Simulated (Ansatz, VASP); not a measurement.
## Hg in VASP and in Ansatz

```
CELL_PARAMETERS angstrom
1.74632 1.00824 2.14788
-1.74632 1.00824 2.14788
0.00000 -2.01648 2.14788
ATOMIC_POSITIONS crystal
Hg 0.00000 0.00000 0.00000
```

Alike in both runs: task single point; functional LDA; k mesh 11 × 11 × 11; occupations fermi-dirac, width 0.2 eV; no spin polarisation.

```csv
,VASP,Ansatz
version,VASP 6.6.1,Ansatz 0.2.0
potentials or method,"VASP PAW LDA potentials, release 64 (Hg_sv_GW), cutoff 500 eV","plane waves (420 eV) with PAW, scalar-relativistic"
valence electrons in the cell,20,20
```

```tsv
	VASP	Ansatz	Ansatz less VASP
pressure (GPa)	-1.2	-0.1	+1.13
traceless stress, the component that is largest in VASP (GPa)	-0.04	-0.17	-0.135
```

Ansatz warns that its potentials were made for another functional, while VASP's fit it. LDA's correlation is that of Perdew and Zunger in VASP and of Perdew and Wang (1992) in Ansatz.

Spin-orbit coupling is off throughout.
